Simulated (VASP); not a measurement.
Set up this calculation in VASP 6.6.1, as the native input.

- Task: single point
- Functional: r2SCAN
- Potentials or basis: VASP PAW PBE potentials, release 64 (Li_sv)
- Cutoff: 520 eV
- k mesh: 13 × 13 × 13
- Occupations: fermi-dirac, width 0.1 eV
- Spin: no spin polarisation
- Dipole correction: no
- Further INCAR settings: ALGO = Normal; EDIFF = 1e-06; NBANDS = 8

The system is Li.

```xyz
1
Lattice="-1.7541 1.7541 1.7541 1.7541 -1.7541 1.7541 1.7541 1.7541 -1.7541" Properties=species:S:1:pos:R:3 pbc="T T T"
Li    0.0000    0.0000    0.0000
```

One way to write it, as run:

POSCAR

```
Li
1.0
   -1.7540503000      1.7540503000      1.7540503000
    1.7540503000     -1.7540503000      1.7540503000
    1.7540503000      1.7540503000     -1.7540503000
Li
1
Direct
    0.0000000000      0.0000000000      0.0000000000
```

INCAR.step1

```
PREC = Accurate
ENCUT = 520
ISMEAR = -1
SIGMA = 0.1
LREAL = F
LASPH = T
NELM = 80
NBANDS = 8
GGA = PE
ALGO = Normal
EDIFF = 1E-4
LWAVE = T
LCHARG = F
```

INCAR.step2

```
PREC = Accurate
ENCUT = 520
EDIFF = 1E-6
ISMEAR = -1
SIGMA = 0.1
LREAL = F
LASPH = T
NELM = 80
ALGO = Normal
ISIF = 2
LWAVE = F
LCHARG = T
METAGGA = R2SCAN
LMIXTAU = T
LELF = T
LVHAR = T
NBANDS = 8
ISTART = 1
```

KPOINTS

```
Automatic mesh
0
Gamma
  13 13 13
```

Potentials or basis: VASP PAW PBE potentials, release 64 (Li_sv).

Launch:

```console
$ cat potpaw_PBE.64/Li_sv/POTCAR > POTCAR
$ cp INCAR.step1 INCAR
$ mpirun -np 1 vasp_std > vasp.out
$ cp INCAR.step2 INCAR
$ mpirun -np 1 vasp_std > vasp.out
```

Run time: 58 s on 1 thread of Intel(R) Xeon(R) Platinum 8175M CPU @ 2.50GHz (Skylake/Cascade Lake), with other jobs on the host, peak memory 0.13 GiB.
